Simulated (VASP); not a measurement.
# AlFe (Pm-3m) in VASP: further runs

The runs below take AlFe through single point, relaxation of cell and atoms, with PBE+D3(BJ).

Everything below comes from runs of VASP 6.6.1. Logs are shortened: lines on timing, memory, paths and dates and some standing lists are left out, and cuts for length are marked.

### Step 1. The cell of the first run

The structure is cubic, space group Pm-3m (No. 221). The conventional cell has a = 2.844 Å, b = 2.844 Å, c = 2.844 Å, α = 90.00°, β = 90.00°, γ = 90.00°. Within 3.3 Å of Al (site symmetry m-3m) lie 8 Fe at 2.46 Å and 6 Al at 2.84 Å. Fe (site symmetry m-3m) has 8 Al at 2.46 Å and 6 Fe at 2.84 Å within 3.3 Å.

### Step 2. Single point, PBE+D3(BJ), collinear spin, ferromagnetic start

INCAR

```
SYSTEM = AlFe
ALGO = Normal
EDIFF = 1E-7
ENCUT = 520
GGA = PE
ISIF = 2
ISMEAR = 0
ISPIN = 2
IVDW = 12
LASPH = .TRUE.
LCHARG = .TRUE.
LELF = .TRUE.
LMAXMIX = 4
LORBIT = 11
LREAL = .FALSE.
LVHAR = .TRUE.
LWAVE = .FALSE.
MAGMOM = 0 0.77
NBANDS = 16
NELM = 150
PREC = Accurate
SIGMA = 0.1
```

KPOINTS

```
k-points
0
G
  14 14 14
  0 0 0
```

POSCAR

```
AlFe
1.0
    2.8439856749      0.0000000000      0.0000000000
    0.0000000000      2.8439856749      0.0000000000
    0.0000000000      0.0000000000      2.8439856749
Al Fe
1 1
Direct
    0.0000000000      0.0000000000      0.0000000000
    0.5000000000      0.5000000000      0.5000000000
```

Potentials or basis: VASP PAW PBE potentials, release 64 (Al, Fe).

The run is started by

```bash
$ cat potpaw_PBE.64/Al/POTCAR potpaw_PBE.64/Fe/POTCAR > POTCAR
$ mpirun -np 1 vasp_std > vasp.out
```

OUTCAR:

```text
SYSTEM = AlFe
   EDIFF = 1E-7
   ENCUT = 520
   GGA = PE
   ISIF = 2
   ISMEAR = 0
   ISPIN = 2
   IVDW = 12
   LASPH = .TRUE.
   LORBIT = 11
   LREAL = .FALSE.
   NELM = 150
   PREC = Accurate
 IVDW          = 12

 ion  position               nearest neighbor table
   1  0.000  0.000  0.000-   2 2.46   2 2.46   2 2.46   2 2.46   2 2.46   2 2.46   2 2.46   2 2.46

   2  0.500  0.500  0.500-   1 2.46   1 2.46   1 2.46   1 2.46   1 2.46   1 2.46   1 2.46   1 2.46

  LATTYP: Found a simple cubic cell.
 ALAT       =     2.8439856749

  Lattice vectors:

 A1 = (   2.8439856749,   0.0000000000,   0.0000000000)
 A2 = (   0.0000000000,   2.8439856749,   0.0000000000)
 A3 = (   0.0000000000,   0.0000000000,   2.8439856749)

Analysis of symmetry for initial positions (statically):
=====================================================================
 Subroutine PRICEL returns:
 Original cell was already a primitive cell.

 Routine SETGRP: Setting up the symmetry group for a
 simple cubic supercell.

 Subroutine GETGRP returns: Found 48 space group operations
 (whereof 48 operations were pure point group operations)
 out of a pool of 48 trial point group operations.

The static configuration has the point symmetry O_h .

Analysis of symmetry for dynamics (positions and initial velocities):
=====================================================================
 Subroutine PRICEL returns:
 Original cell was already a primitive cell.

 Routine SETGRP: Setting up the symmetry group for a
 simple cubic supercell.

 Subroutine GETGRP returns: Found 48 space group operations
 (whereof 48 operations were pure point group operations)
 out of a pool of 48 trial point group operations.

The dynamic configuration has the point symmetry O_h .

Analysis of structural, dynamic, and magnetic symmetry:
=====================================================================
 Subroutine PRICEL returns:
 Original cell was already a primitive cell.

 Routine SETGRP: Setting up the symmetry group for a
 simple cubic supercell.

 Subroutine GETGRP returns: Found 48 space group operations
 (whereof 48 operations were pure point group operations)
 out of a pool of 48 trial point group operations.

The overall configuration has the point symmetry O_h .

 Subroutine INISYM returns: Found 48 space group operations
 (whereof 48 operations are pure point group operations),
 and found     1 'primitive' translations

----------------------------------------------------------------------------------------

                                     Primitive cell

  volume of cell :      23.0029

  direct lattice vectors                    reciprocal lattice vectors
     2.843985675  0.000000000  0.000000000     0.351619211  0.000000000  0.000000000
     0.000000000  2.843985675  0.000000000     0.000000000  0.351619211  0.000000000
     0.000000000  0.000000000  2.843985675     0.000000000  0.000000000  0.351619211

  length of vectors
     2.843985675  2.843985675  2.843985675     0.351619211  0.351619211  0.351619211

  position of ions in fractional coordinates (direct lattice)
     0.000000000  0.000000000  0.000000000
     0.500000000  0.500000000  0.500000000

  ion indices of the primitive-cell ions
   primitive index   ion index
                 1           1
                 2           2

----------------------------------------------------------------------------------------

 KPOINTS: k-points

Automatic generation of k-mesh.
 Grid dimensions read from file:
 generate k-points for:   14   14   14

 Generating k-lattice:

  Cartesian coordinates                     Fractional coordinates (reciprocal lattice)
     0.025115658  0.000000000  0.000000000     0.071428571  0.000000000  0.000000000
     0.000000000  0.025115658  0.000000000     0.000000000  0.071428571  0.000000000
     0.000000000  0.000000000  0.025115658     0.000000000  0.000000000  0.071428571

  Length of vectors
     0.025115658  0.025115658  0.025115658

  Shift w.r.t. Gamma in fractional coordinates (k-lattice)
     0.000000000  0.000000000  0.000000000

 Subroutine IBZKPT returns following result:
 ===========================================

 Found    120 irreducible k-points:

 Following reciprocal coordinates:
            Coordinates               Weight
  0.000000  0.000000  0.000000      1.000000
  0.071429  0.000000  0.000000      6.000000
  0.142857  0.000000  0.000000      6.000000
  0.214286  0.000000  0.000000      6.000000
  0.285714  0.000000  0.000000      6.000000
  0.357143  0.000000  0.000000      6.000000
[... 16 lines left out ...]
  0.285714  0.214286  0.000000     24.000000
  0.357143  0.214286  0.000000     24.000000
 [... further k-points ...]
   k-points           NKPTS =    120   k-points in BZ     NKDIM =    120   number of bands    NBANDS=     16
   number of dos      NEDOS =    301   number of ions     NIONS =      2
   total plane-waves  NPLWV =  13824
   dimension x,y,z NGX =    24 NGY =   24 NGZ =   24
   dimension x,y,z NGXF=    48 NGYF=   48 NGZF=   48
   ions per type =               1   1
   NGX,Y,Z   is equivalent  to a cutoff of  14.03, 14.03, 14.03 a.u.
   NGXF,Y,Z  is equivalent  to a cutoff of  28.06, 28.06, 28.06 a.u.
 SYSTEM =  AlFe
   PREC   = accura    normal or accurate (medium, high low for compatibility)
   ISTART =      0    job   : 0-new  1-cont  2-samecut
   ICHARG =      2    charge: 1-file 2-atom 10-const
   ISPIN  =      2    spin polarized calculation?
   LNONCOLLINEAR =      F non collinear calculations
   LSORBIT =      F    spin-orbit coupling
   LASPH  =      T    aspherical Exc in radial PAW
   ENCUT  =  520.0 eV  38.22 Ry    6.18 a.u.   5.29  5.29  5.29*2*pi/ulx,y,z
   NELM   =    150;   NELMIN=  2; NELMDL= -5     # of ELM steps
   EDIFF  = 0.1E-06   stopping-criterion for ELM
   LREAL  =      F    real-space projection
   EDIFFG = 0.1E-05   stopping-criterion for IOM
   NSW    =      0    number of steps for IOM
   IBRION =     -1    ionic relax: 0-MD 1-quasi-New 2-CG
   NFREE  =      0    steps in history (QN), initial steepest desc. (CG)
   ISIF   =      2    stress and relaxation
   ISYM   =      2    0-nonsym 1-usesym 2-fastsym
   POTIM  = 0.5000    time-step for ionic-motion
   TEBEG  =    0.0;   TEEND  =   0.0 temperature during run
   PSTRESS=    0.0 pullay stress
   NELECT =      11.0000    total number of electrons
   NUPDOWN=      -1.0000    fix difference up-down
   EMIN   =  10.00;   EMAX   =-10.00  energy-range for DOS
   EFERMI =   0.00;   METHOD = LEGACY
   ISMEAR =     0;   SIGMA  =   0.10  broadening in eV -4-tet -1-fermi 0-gaus
   EFERMI_NEDOS =   21; number of points for ismear=-14 and -15
   IALGO  =     38    algorithm
   IMIX   =      4    mixing-type and parameters
     AMIX     =   0.40;   BMIX     =  1.00
     AMIX_MAG =   1.60;   BMIX_MAG =  1.00
  volume/ion in A,a.u.               =      11.50        77.62
  Fermi-wavevector in a.u.,A,eV,Ry     =   1.280201  2.419230 22.298803  1.638916
  Thomas-Fermi vector in A             =   2.412643
   LORBIT       =     11    0 simple, 1 ext, 2 COOP (PROOUT), +10 PAW based schemes
   GGA     = PE    functional components
   LHFCALC =     F    Hartree Fock is set to
   AEXX    =    0.0000 exact exchange contribution
   IVDW    =    12    specifies the selected vdW correction
   LEPSILON=     F    determine dielectric tensor
   LRPA    =     F    only Hartree local field effects (RPA)
 spin polarized calculation
 Gauss-broadening in eV      SIGMA  =   0.10
  energy-cutoff  :      520.00
  volume of cell :       23.00
 maximum number of plane-waves:       639
 NGX is ok and might be reduce to    24
   NGX = 11   NGY = 11   NGZ = 11

 number of electron      11.0000004 magnetization       0.6544040

 Free energy of the ion-electron system (eV)
  ---------------------------------------------------
  ext. energy  EPLUGINS =         0.00000000
  ---------------------------------------------------
  free energy    TOTEN  =       -12.63988605 eV

  energy without entropy =      -12.62947599  energy(sigma->0) =      -12.63468102

 E-fermi :   8.3414     XC(G=0): -12.2982

 val. band max:        8.3343524289   @ k =   0.5000   0.2857   0.1429
 cond. band min:       8.3429144385   @ k =   0.5000   0.3571   0.3571
 fundamental gap:      0.0085620096
 Fermi energy:         8.3414258176

 spin component 1

 k-point     1 :       0.0000    0.0000    0.0000
  band No.  band energies     occupation
      1      -2.2399      1.00000
      2       5.7550      1.00000
      3       5.7550      1.00000
      4       8.0022      1.00000
      5       8.0022      1.00000
      6       8.0022      1.00000
[... 8 lines left out ...]
     15      30.5576      0.00000
     16      32.3664      0.00000
[... 419 lines left out ...]
 k-point    24 :       0.3571    0.2143    0.0000
  band No.  band energies     occupation
      1       0.8641      1.00000
      2       4.6964      1.00000
      3       6.2548      1.00000
      4       6.9416      1.00000
      5       7.2554      1.00000
      6       7.7280      1.00000
[... 8 lines left out ...]
     15      27.3136      0.00000
     16      30.3185      0.00000

 [... further k-points ...]

 spin component 2

 k-point     1 :       0.0000    0.0000    0.0000
  band No.  band energies     occupation
      1      -2.2291      1.00000
      2       6.0843      1.00000
      3       6.0843      1.00000
      4       8.7889      0.00000
      5       8.7889      0.00000
      6       8.7889      0.00000
[... 8 lines left out ...]
     15      30.6067      0.00000
     16      32.3530      0.00000
[... 419 lines left out ...]
 k-point    24 :       0.3571    0.2143    0.0000
  band No.  band energies     occupation
      1       0.8818      1.00000
      2       4.8561      1.00000
      3       6.5920      1.00000
      4       7.4632      1.00000
      5       7.9619      1.00000
      6       8.4854      0.02089
[... 8 lines left out ...]
     15      27.3571      0.00000
     16      30.3089      0.00000

 [... further k-points ...]

------------------------ aborting loop because EDIFF is reached ----------------------------------------

 Edisp (eV)   -0.83028

 E8    (eV) :    -0.3722

  FORCE on cell =-STRESS in cart. coord.  units (eV):
  Direction    XX          YY          ZZ          XY          YZ          ZX
  --------------------------------------------------------------------------------------
  -------------------------------------------------------------------------------------
  Total      -0.00442    -0.00442    -0.00442    -0.00000    -0.00000    -0.00000
  in kB      -0.30756    -0.30756    -0.30756    -0.00000    -0.00000    -0.00000
  external pressure =       -0.31 kB  Pullay stress =        0.00 kB

 VOLUME and BASIS-vectors are now :
 -----------------------------------------------------------------------------
  energy-cutoff  :      520.00
  volume of cell :       23.00
      direct lattice vectors                 reciprocal lattice vectors
     2.843985675  0.000000000  0.000000000     0.351619211  0.000000000  0.000000000
     0.000000000  2.843985675  0.000000000     0.000000000  0.351619211  0.000000000
     0.000000000  0.000000000  2.843985675     0.000000000  0.000000000  0.351619211

 POSITION                                       TOTAL-FORCE (eV/Angst)
 -----------------------------------------------------------------------------------
      0.00000      0.00000      0.00000         0.000000      0.000000      0.000000
      1.42199      1.42199      1.42199         0.000000      0.000000      0.000000
 -----------------------------------------------------------------------------------
    total drift:                                0.000000     -0.000000     -0.000000

  FREE ENERGIE OF THE ION-ELECTRON SYSTEM (eV)
  ---------------------------------------------------
  free  energy   TOTEN  =       -13.4701698713 eV

  energy  without entropy=      -13.4597598099  energy(sigma->0) =      -13.46496484

 total charge

# of ion       s       p       d       tot
------------------------------------------
    1        0.404   0.451   0.000   0.856
    2        0.443   0.527   6.514   7.485
--------------------------------------------------
tot          0.848   0.978   6.514   8.340

 magnetization (x)

# of ion       s       p       d       tot
------------------------------------------
    1       -0.007  -0.014   0.000  -0.022
    2        0.000   0.008   0.680   0.688
--------------------------------------------------
tot         -0.007  -0.007   0.680   0.666
```

Wall time 40 s (1 thread of Intel Xeon 6975P-C (Granite Rapids), shared host); peak memory 0.21 GiB.

Results:

```
Free energy                                           : -13.4702 eV
Pressure                                              : 0.0 GPa
Net moment                                            : 0.65 μB per cell
Site moments                                          : Al -0.02; Fe +0.69 μB
Valence electrons inside the program's atomic spheres : Al 0.86; Fe 7.49
Dispersion energy per atom                            : -0.415 eV
```

Levels at points of the mesh, in eV from the Fermi level:
Spin up:
| k point | band 4 | band 5 | band 6 | band 7 | band 8 | band 9 |
| --- | --- | --- | --- | --- | --- | --- |
| (0.00, 0.00, 0.00) | -0.34 | -0.34 | -0.34 | 6.56 | 6.56 | 6.56 |
| (0.50, 0.00, 0.00) | -1.33 | -1.33 | -0.21 | 1.00 | 8.80 | 11.28 |
| (0.50, 0.50, 0.00) | -2.14 | -1.09 | -1.09 | 0.53 | 3.42 | 4.29 |
| (0.50, 0.50, 0.50) | 0.57 | 0.57 | 3.02 | 3.02 | 3.02 | 4.60 |
Spin down:
```
           k point  band 3  band 4  band 5  band 6  band 7  band 8
(0.00, 0.00, 0.00)   -2.26    0.45    0.45    0.45    6.60    6.60
(0.50, 0.00, 0.00)   -1.54   -0.64   -0.64    0.59    1.46    8.69
(0.50, 0.50, 0.00)   -2.14   -2.14   -0.38   -0.38    1.02    3.73
(0.50, 0.50, 0.50)   -3.33    1.07    1.07    3.09    3.09    3.09
```

### Step 3. Relaxation of cell and atoms, PBE+D3(BJ), collinear spin, ferromagnetic start

This run uses another cell than the first one, of 11.87 Å³/atom.

INCAR

```
  PREC = Accurate
  ENCUT = 600
  EDIFF = 1E-6
  ISMEAR = 0
  SIGMA = 0.1
  LREAL = F
  LASPH = T
  NELM = 150
  ALGO = Normal
  ISIF = 3
  LWAVE = F
  LCHARG = F
  ISPIN = 2
  MAGMOM = 0 0.77
  LORBIT = 11
  LMAXMIX = 4
  GGA = PE
  IVDW = 12
  IBRION = 2
  NSW = 70
  EDIFFG = -0.005
```

KPOINTS

```
regular mesh
0
Gamma
  14 14 14
```

POSCAR

```
AlFe
1.0
    2.8743308634      0.0000000000      0.0000000000
    0.0000000000      2.8743308634      0.0000000000
    0.0000000000      0.0000000000      2.8743308634
Al Fe
1 1
Direct
    0.0000000000      0.0000000000      0.0000000000
    0.5000000000      0.5000000000      0.5000000000
```

Potentials or basis: VASP PAW PBE potentials, release 64 (Al, Fe).

The run is started by

```bash
$ cat potpaw_PBE.64/Al/POTCAR potpaw_PBE.64/Fe/POTCAR > POTCAR
$ mpirun -np 1 vasp_std > vasp.out
```

Wall time 44 s (1 thread of Intel Xeon 6975P-C (Granite Rapids), shared host); peak memory 0.2 GiB.

Results (log left out):

```
Free energy                                           : -13.4701 eV
Relaxed volume                                        : 11.50 Å³/atom
Relaxed cell                                          : a = 2.844 Å, b = 2.844 Å, c = 2.844 Å, α = 90.00°, β = 90.00°, γ = 90.00°
Space group after relaxing (to 0.1 Å)                 : Pm-3m (No. 221)
Energy gained by relaxing                             : 7.0 meV/atom
Ionic steps                                           : 3
Pressure after relaxing                               : 0.0 GPa
Net moment                                            : 0.65 μB per cell
Site moments                                          : Al -0.02; Fe +0.69 μB
Valence electrons inside the program's atomic spheres : Al 0.86; Fe 7.49
Dispersion energy per atom                            : -0.415 eV
```

Step by step:
```csv
step,energy change (eV),largest force (eV/Å),pressure (GPa),volume (Å³)
1,0.0000,0.0000,-5.67,23.75
2,-0.0021,0.0000,5.92,22.33
3,-0.0139,0.0000,0.00,22.99
```

Final structure:
```cif
data_structure
_symmetry_space_group_name_H-M 'P 1'
_symmetry_Int_Tables_number 1
_cell_length_a 2.8435
_cell_length_b 2.8435
_cell_length_c 2.8435
_cell_angle_alpha 90.000
_cell_angle_beta 90.000
_cell_angle_gamma 90.000
_cell_volume 22.99
loop_
_atom_site_label
_atom_site_type_symbol
_atom_site_fract_x
_atom_site_fract_y
_atom_site_fract_z
_atom_site_occupancy
Al1 Al 0.00000 0.00000 0.00000 1
Fe1 Fe 0.50000 0.50000 0.50000 1
```

Levels at points of the mesh, in eV from the Fermi level:
Spin up:
| k point | band 4 | band 5 | band 6 | band 7 | band 8 | band 9 |
| --- | --- | --- | --- | --- | --- | --- |
| (0.00, 0.00, 0.00) | -0.34 | -0.34 | -0.34 | 6.57 | 6.57 | 6.57 |
| (0.50, 0.00, 0.00) | -1.33 | -1.33 | -0.21 | 1.00 | 8.80 | 11.29 |
| (0.50, 0.50, 0.00) | -2.14 | -1.09 | -1.09 | 0.53 | 3.42 | 4.30 |
| (0.50, 0.50, 0.50) | 0.57 | 0.57 | 3.02 | 3.02 | 3.02 | 4.60 |
Spin down:
| k point | band 2 | band 3 | band 4 | band 5 | band 6 | band 7 | band 8 | band 9 |
| --- | --- | --- | --- | --- | --- | --- | --- | --- |
| (0.00, 0.00, 0.00) | -2.26 | -2.26 | 0.45 | 0.45 | 0.45 | 6.60 | 6.60 | 6.60 |
| (0.50, 0.00, 0.00) | -6.06 | -1.54 | -0.64 | -0.64 | 0.59 | 1.46 | 8.70 | 11.37 |
| (0.50, 0.50, 0.00) | -2.32 | -2.14 | -2.14 | -0.38 | -0.38 | 1.02 | 3.74 | 4.81 |
| (0.50, 0.50, 0.50) | -3.33 | -3.33 | 1.07 | 1.07 | 3.09 | 3.09 | 3.09 | 4.54 |
